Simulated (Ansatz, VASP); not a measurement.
# Two plane-wave programs on In

INCAR

```
PREC     = Accurate       # precision mode
ENCUT    = 520            # plane-wave cutoff, eV
EDIFF    = 1E-6           # SCF threshold, eV
ISMEAR   = 0              # smearing method
SIGMA    = 0.15           # smearing width, eV
LREAL    = F              # projectors in reciprocal space
LASPH    = T              # aspherical terms in the spheres
NELM     = 80             # most SCF steps
ALGO     = Fast           # electronic algorithm
ISIF     = 2              # what is computed and relaxed
LWAVE    = F              # write WAVECAR
LCHARG   = F              # write CHGCAR
GGA      = PE             # functional
NBANDS   = 12             # bands
```

The input KPOINTS:

```
Automatic mesh
0
Gamma
  20 20 20
```

Contents of POSCAR:

```
In
1.0
   -1.5773655000      1.5773655000      2.4739500000
    1.5773655000     -1.5773655000      2.4739500000
    1.5773655000      1.5773655000     -2.4739500000
In
1
Direct
    0.0000000000      0.0000000000      0.0000000000
```

Input for Ansatz:

```yaml
crystal:
  lattice:
    - [-1.5773655, 1.5773655, 2.47395]
    - [1.5773655, -1.5773655, 2.47395]
    - [1.5773655, 1.5773655, -2.47395]
  atoms:
    - { symbol: In, position: [0.0, 0.0, 0.0] }
basis:
  ecutwfc: 420
kpoints:
  mp_grid: { grid: [20, 20, 20] }
hamiltonian:
  xc: pbe
scf:
  occupations: { method: gaussian, width: 0.15 }
output:
  forces: true
  stress: true
  eigenvalues: true
```

Change from the starting cell: strain -0.030 along x and y, +0.000 along z, atoms carried along.

Alike in both runs: task single point; functional PBE; k mesh 20 × 20 × 20; occupations gaussian, width 0.15 eV; no spin polarisation.

|  | VASP | Ansatz |
| --- | --- | --- |
| version | VASP 6.6.1 | Ansatz 0.2.0 |
| potentials or method | VASP PAW PBE potentials, release 64 (In_d), cutoff 520 eV | scalar-relativistic, plane waves, PAW |
| valence electrons in the cell | 13 | 13 |

|  | VASP | Ansatz | Ansatz less VASP |
| --- | --- | --- | --- |
| gap on the k mesh at the Fermi level (eV) | none | none | - |
| pressure (GPa) | 5.2 | 5.2 | +0.01 |
| traceless stress, the component that is largest in VASP (GPa) | -0.07 | -0.06 | +0.007 |

A gap of «none» marks a metal or a gap that the smearing closes. The functional is the same, so the differences come from potentials, cutoffs and numerics.
